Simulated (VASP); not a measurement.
Crystal: Si3BTe2.

```
Si B Te
1.0
     6.29208    0.00000    0.00000
    -3.14604    5.44910    0.00000
     0.00000    0.00000    3.48905
Si B Te
3 1 2
Cartesian
  3.1460 0.0000 1.7445
  1.5730 2.7246 1.7445
  -1.5730 2.7246 1.7445
  0.0000 0.0000 0.0000
  0.0000 3.6327 0.0000
  3.1460 1.8164 0.0000
```

The cell was generated, and may not be a known phase.

| Quantity | Value |
| --- | --- |
| Program | VASP 6.6.1 |
| Task | relaxation of cell and atoms |
| Functional | PBE |
| Potentials or basis | VASP PAW PBE potentials, release 64 (Si, B, Te) |
| Cutoff | 600 eV |
| k mesh | 3 × 3 × 6 |
| Occupations | gaussian, width 0.1 eV |
| Spin | no spin polarisation |

At the start: pressure 22.6 GPa; volume 19.94 Å³/atom.

Question: How do energy, volume and symmetry change on relaxing?

Answer: Over 8 steps the energy falls by 400.1 meV/atom and the volume is 25.75 Å³/atom (+29.1 %); space group P6/mmm (No. 191, to 0.1 Å) before and after.

Step by step:
```tsv
step	energy change (eV)	largest force (eV/Å)	pressure (GPa)	volume (Å³)
1	0.0000	0.0000	22.60	119.63
2	-2.1945	0.0000	-3.18	174.88
3	-2.3451	0.0000	0.31	158.45
4	-2.3493	0.0000	-0.30	160.86
5	-2.3488	0.0000	-0.07	159.96
6	-2.3698	0.0000	-0.11	159.11
7	-2.3998	0.0000	-0.31	156.43
8	-2.4008	0.0000	0.16	154.48
```

Final structure:
```
Si B Te
1.0
     6.57911    0.00000    0.00000
    -3.28955    5.69767    0.00000
     0.00000    0.00000    4.12118
Si B Te
3 1 2
Direct
  0.50000 0.00000 0.50000
  0.50000 0.50000 0.50000
  0.00000 0.50000 0.50000
  0.00000 0.00000 0.00000
  0.33333 0.66667 0.00000
  0.66667 0.33333 0.00000
```

Caveat: the k points lie up to 0.37 Å⁻¹ apart in the final cell, too coarse for converged energies and pressures of a metal; the volume moved by over 15 % at a fixed basis, so the end points are rough; an odd number of electrons without spin polarisation forces a metal; a magnetic or distorted state may lie lower.
